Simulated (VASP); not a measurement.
Set up this calculation in VASP 6.6.1, as the native input.

```yaml
Task: single point
Functional: PBE
Potentials_or_basis: VASP PAW PBE potentials, release 64 (Mg, O)
Cutoff: 520 eV
k_mesh: 10 × 10 × 10
Occupations: fermi-dirac, width 0.02 eV
Spin: no spin polarisation
Dipole_correction: no
Further_INCAR_settings: ALGO = Normal; EDIFF = 1e-06; NBANDS = 11
```

The structure of MgO lies in POSCAR:

```
MgO
1.0
    0.0000000000      2.1021674168      2.1940321330
    2.1021674168      0.0000000000      2.1940321330
    2.1021674168      2.1021674168      0.0000000000
Mg O
1 1
Direct
    0.0000000000      0.0000000000      0.0000000000
    0.5000000000      0.5000000000      0.5000000000
```

This cell differs from its parent crystal: uniaxial z strain +4.4%.

The input as run:

INCAR

```
PREC     = Accurate       # precision mode
ENCUT    = 520            # plane-wave cutoff, eV
EDIFF    = 1E-6           # SCF threshold, eV
ISMEAR   = -1             # smearing method
SIGMA    = 0.02           # smearing width, eV
LREAL    = False          # projectors in reciprocal space
LASPH    = True           # aspherical terms in the spheres
NELM     = 60             # most SCF steps
ALGO     = Normal         # electronic algorithm
ISIF     = 2              # what is computed and relaxed
LWAVE    = False          # write WAVECAR
LCHARG   = False          # write CHGCAR
GGA      = PE             # functional
NBANDS   = 11             # bands
```

KPOINTS

```
Automatic mesh
0
Gamma
  10 10 10
```

Potentials or basis: VASP PAW PBE potentials, release 64 (Mg, O).

Run with:

```bash
$ cat potpaw_PBE.64/Mg/POTCAR potpaw_PBE.64/O/POTCAR > POTCAR
$ mpirun -np 1 vasp_std > vasp.out
```

It gave:

```
Pressure               : -1.3 GPa
Band gap on the k mesh : 4.31 eV, direct
```

Caveat: the cell differs from its parent crystal (uniaxial z strain +4.4%).

It took 29 s on 1 thread of AMD EPYC 7R13, with other jobs on the host, peak memory 0.12 GiB.
